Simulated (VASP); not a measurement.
A run of VASP 6.6.1 is set up as follows.

The input INCAR:

```
SYSTEM = Cs
PREC     = Accurate       ! precision mode
ENCUT    = 520            ! plane-wave cutoff, eV
EDIFF    = 1E-7           ! SCF threshold, eV
ISMEAR   = 0              ! smearing method
SIGMA    = 0.15           ! smearing width, eV
LREAL    = .FALSE.        ! projectors in reciprocal space
LASPH    = .TRUE.         ! aspherical terms in the spheres
NELM     = 80             ! most SCF steps
ALGO     = Fast           ! electronic algorithm
ISIF     = 2              ! what is computed and relaxed
LWAVE    = .FALSE.        ! write WAVECAR
LCHARG   = .TRUE.         ! write CHGCAR
GGA      = PE             ! functional
LELF     = .TRUE.         ! ELF
LVHAR    = .TRUE.       
NBANDS   = 10             ! bands
```

KPOINTS

```
Automatic mesh
0
G
  12 12 12
  0 0 0
```

Contents of POSCAR:

```
Cs
1.0
   -3.0225000000      3.0225000000      3.0980625000
    3.0225000000     -3.0225000000      3.0980625000
    3.0225000000      3.0225000000     -3.0980625000
Cs
1
Direct
    0.0000000000      0.0000000000      0.0000000000
```

Potentials or basis: VASP PAW PBE potentials, release 64 (Cs_sv).

Command:

```sh
$ cat potpaw_PBE.64/Cs_sv/POTCAR > POTCAR
$ mpirun -np 1 vasp_std > vasp.out
```

Predict the pressure.

0.1 GPa.

Caveat: the cell differs from its parent crystal (strain +0.000 along x and y, +0.025 along z).
